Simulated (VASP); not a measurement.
Set up this calculation in VASP 6.6.1, as the native input.

```
Task                   : single point
Functional             : r2SCAN
Potentials or basis    : VASP PAW PBE potentials, release 64 (Cu)
Cutoff                 : 660 eV
k mesh                 : 24 × 24 × 6
Occupations            : gaussian, width 0.1 eV
Spin                   : no spin polarisation
Dipole correction      : no
Further INCAR settings : ALGO = Normal; EDIFF = 1e-06; NBANDS = 30
```

Cu:

```
CELL_PARAMETERS angstrom
2.49140 0.00000 0.00000
-1.24570 2.15762 0.00000
0.00000 0.00000 8.33832
ATOMIC_POSITIONS crystal
Cu 0.00000 0.00000 0.00000
Cu 0.33333 0.66667 0.25000
Cu 0.00000 0.00000 0.50000
Cu 0.66667 0.33333 0.75000
```

This cell differs from its parent crystal: biaxial strain in the a-b plane: -1.5 %.

The input as run:

POSCAR

```
Cu
1.0
    2.4913994174      0.0000000000      0.0000000000
   -1.2456997087      2.1576151865      0.0000000000
    0.0000000000      0.0000000000      8.3383153076
Cu
4
Direct
    0.0000000000      0.0000000000      0.0000000000
    0.3333333333      0.6666666667      0.2500000000
    0.0000000000      0.0000000000      0.5000000000
    0.6666666667      0.3333333333      0.7500000000
```

INCAR.step1

```
PREC     = Accurate       # precision mode
ENCUT    = 660            # plane-wave cutoff, eV
ISMEAR   = 0              # smearing method
SIGMA    = 0.1            # smearing width, eV
LREAL    = F              # projectors in reciprocal space
LASPH    = T              # aspherical terms in the spheres
NELM     = 120            # most SCF steps
NBANDS   = 30             # bands
GGA      = PE             # functional
ALGO     = Normal         # electronic algorithm
EDIFF    = 1E-5           # SCF threshold, eV
LWAVE    = T              # write WAVECAR
LCHARG   = F              # write CHGCAR
GGA_COMPAT= F
```

INCAR.step2

```
PREC     = Accurate       # precision mode
ENCUT    = 660            # plane-wave cutoff, eV
EDIFF    = 1E-6           # SCF threshold, eV
ISMEAR   = 0              # smearing method
SIGMA    = 0.1            # smearing width, eV
LREAL    = F              # projectors in reciprocal space
LASPH    = T              # aspherical terms in the spheres
NELM     = 120            # most SCF steps
ALGO     = Normal         # electronic algorithm
ISIF     = 2              # what is computed and relaxed
LWAVE    = F              # write WAVECAR
LCHARG   = F              # write CHGCAR
METAGGA  = R2SCAN         # meta-GGA
LMIXTAU  = T            
NBANDS   = 30             # bands
ISTART   = 1            
GGA_COMPAT= F
```

KPOINTS

```
Automatic mesh
0
Gamma
  24 24 6
```

Potentials or basis: VASP PAW PBE potentials, release 64 (Cu).

Run with:

```sh
$ cat potpaw_PBE.64/Cu/POTCAR > POTCAR
$ cp INCAR.step1 INCAR
$ mpirun -np 1 vasp_std > vasp.out
$ cp INCAR.step2 INCAR
$ mpirun -np 1 vasp_std > vasp.out
```

Results of the run:

The pressure is 4.2 GPa and the band gap on the k mesh is zero (bands 22 and 23 overlap by 5.69 eV).

Caveat: the cell differs from its parent crystal (biaxial strain in the a-b plane: -1.5 %); the cell stands under pressure; the PAW data sets were made with another functional, which shifts forces and pressure a little.

Run time: 40 min on 1 thread of AMD EPYC 7R43 64-Core Processor (Zen 3), with other jobs on the host, peak memory 0.42 GiB.
